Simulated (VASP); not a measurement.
Runs of VASP 6.6.1 on TiO2. The structure is that of space group P4_2/mnm (No. 136), or close to it. The cells are those of the table. 

| task | cell | gap on the mesh (eV) | pressure (GPa) | largest force (eV/Å) |
| --- | --- | --- | --- | --- |
| single point | a = 4.654, b = 4.654, c = 2.998 Å, 6 atoms | 1.81 | -3.0 | 0.06 |
| single point | a = 4.609, b = 4.609, c = 2.969 Å, 6 atoms | 1.88 | (b) | 0.21 |
| single point | a = 4.500, b = 4.500, c = 2.899 Å, 6 atoms | 2.06 | 23.8 | 0.63 |
| electric field gradients | a = 4.500, b = 4.500, c = 2.899 Å, 6 atoms | 2.06 | 23.8 | 0.63 |
| electric field gradients | a = 4.563, b = 4.563, c = 2.939 Å, 6 atoms | (a) | 11.4 | 0.38 |

Alike in all rows: level PBE; potentials or basis VASP PAW PBE potentials, release 64 (Ti_sv, O); no spin polarisation; k mesh 7 × 7 × 10; cutoff (eV) 520; smearing fermi-dirac 0.05 eV.

Task: Fill in the values left out.

Result: (a) 1.96; (b) 3.6.

Caveats: the cell stands under pressure (at least some runs).

A k mesh can miss the band edges.
